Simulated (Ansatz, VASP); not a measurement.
# GaP2: VASP beside Ansatz

```
CELL_PARAMETERS angstrom
-2.67831 2.67831 3.48310
2.67831 -2.67831 3.48310
2.67831 2.67831 -3.48310
ATOMIC_POSITIONS crystal
Ga 0.25000 0.25000 0.00000
Ga 0.75000 0.75000 0.00000
P 0.64663 0.14663 0.79326
P 0.14663 0.35337 0.50000
P 0.35337 0.85337 0.20674
P 0.85337 0.64663 0.50000
```

Alike in both runs: functional PBE; k mesh 10 × 10 × 10; occupations gaussian, width 0.1 eV; no spin polarisation.

Ansatz relaxed the structure, and its values are those at the end. VASP's run is a single point on that final structure, the one shown.

|  | VASP | Ansatz |
| --- | --- | --- |
| version | VASP 6.6.1 | Ansatz 0.2.0 |
| potentials or method | VASP PAW PBE potentials, release 64 (Ga_d, P), cutoff 520 eV | scalar-relativistic, plane waves, PAW |
| valence electrons in the cell | 46 | 46 |

|  | VASP | Ansatz | Ansatz less VASP |
| --- | --- | --- | --- |
| gap on the k mesh at the Fermi level (eV) | none | none | - |
| pressure (GPa) | 0.0 | 0.0 | +0.04 |
| rms of the force components (eV/Å) | 0.016 | 0.000 | -0.0159 |

A gap of «none» marks a metal or a gap that the smearing closes.
